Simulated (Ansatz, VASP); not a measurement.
## AlIn2Sb3 in VASP and in Ansatz

File INCAR:

```
ALGO = Normal
EDIFF = 1E-6
ENCUT = 520
GGA = PE
ISIF = 2
ISMEAR = 0
LASPH = T
LCHARG = F
LREAL = F
LWAVE = F
NBANDS = 31
NELM = 80
PREC = Accurate
SIGMA = 0.1
```

Contents of KPOINTS:

```
k-points
0
Gamma
  6 6 6
```

Contents of POSCAR:

```
AlIn2Sb3
1.0
   -2.2941278000      2.2941278000      9.7593022000
    2.2941278000     -2.2941278000      9.7593022000
    2.2941278000      2.2941278000     -9.7593022000
Al In Sb
1 2 3
Direct
    0.5000000000      0.5000000000      0.0000000000
    0.8367700000      0.8367700000      0.0000000000
    0.1632300000      0.1632300000      0.0000000000
    0.5757470000      0.0757470000      0.5000000000
    0.2500000000      0.7500000000      0.5000000000
    0.9242530000      0.4242530000      0.5000000000
```

Input for Ansatz:

```yaml
crystal:
  lattice:
    - [-2.2941278, 2.2941278, 9.7593022]
    - [2.2941278, -2.2941278, 9.7593022]
    - [2.2941278, 2.2941278, -9.7593022]
  atoms:
    - { symbol: Al, position: [0.5, 0.5, 0.0] }
    - { symbol: In, position: [0.83677, 0.83677, 0.0] }
    - { symbol: In, position: [0.16323, 0.16323, 0.0] }
    - { symbol: Sb, position: [0.575747, 0.075747, 0.5] }
    - { symbol: Sb, position: [0.25, 0.75, 0.5] }
    - { symbol: Sb, position: [0.924253, 0.424253, 0.5] }
basis:
  ecutwfc: 420
kpoints:
  mp_grid: { grid: [6, 6, 6] }
hamiltonian:
  xc: pbe
scf:
  occupations: { method: gaussian, width: 0.1 }
  lower_state_search: "off"
output:
  forces: true
  stress: true
  eigenvalues: true
```

Alike in both runs: task single point; functional PBE; k mesh 6 × 6 × 6; occupations gaussian, width 0.1 eV; no spin polarisation.

|  | VASP | Ansatz |
| --- | --- | --- |
| version | VASP 6.6.1 | Ansatz 0.2.0 |
| potentials or method | VASP PAW PBE potentials, release 64 (Al, In_d, Sb), cutoff 520 eV | scalar-relativistic, plane waves, PAW |
| valence electrons in the cell | 44 | 74 |

Ansatz gave:

- gap on the k mesh at the Fermi level (eV): none
- pressure (GPa): 0.0
- traceless stress, the component that is largest in VASP (GPa): -0.07
- rms of the force components (eV/Å): 0.003

Q: What did VASP give for the same quantities?

A: gap on the k mesh at the Fermi level (eV): none; pressure (GPa): 0.0; traceless stress, the component that is largest in VASP (GPa): -0.08; rms of the force components (eV/Å): 0.008.

Atom by atom the forces differ by 0.005 eV/Å (rms over components). A gap of «none» marks a metal or a gap that the smearing closes. With one functional, cell and mesh, what is left measures potentials, basis and numerics. VASP's potentials hold 44 valence electrons a cell and Ansatz's 74, so a difference there can come from the potentials and not from the codes.

Spin-orbit coupling is off throughout.
